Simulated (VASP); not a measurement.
A run of VASP 6.6.1:

INCAR

```
SYSTEM = N
ALGO = Normal ; EDIFF = 1E-6
ENCUT = 520 ; ISIF = 2
ISMEAR = 0 ; LASPH = .True.
LCHARG = .False. ; LREAL = .False.
LWAVE = .False. ; NBANDS = 12
NELM = 60 ; PREC = Accurate
SIGMA = 0.02
```

Contents of KPOINTS:

```
k-points
0
Gamma
  12 12 8
  0 0 0
```

POSCAR

```
N
1.0
    2.5194740000      0.0000000000      0.0000000000
   -1.2597370000      2.1819280000      0.0000000000
    0.0000000000      0.0000000000      2.4949220400
N
2
Direct
    0.6666666667      0.3333333333      0.2500000000
    0.3333333333      0.6666666667      0.7500000000
```

Potentials or basis: VASP PAW LDA potentials, release 64 (N).

The run is started by

```bash
$ cat potpaw_LDA.64/N/POTCAR > POTCAR
$ mpirun -np 1 vasp_std > vasp.out
```

Hardware: 1 thread of Intel Xeon 8259CL, on a shared host.

Estimate the wall time of this run.

Run time: 14 s on 1 thread of Intel Xeon 8259CL, on a shared host, peak memory 0.12 GiB. Counts: scf iterations 10, k points 95.
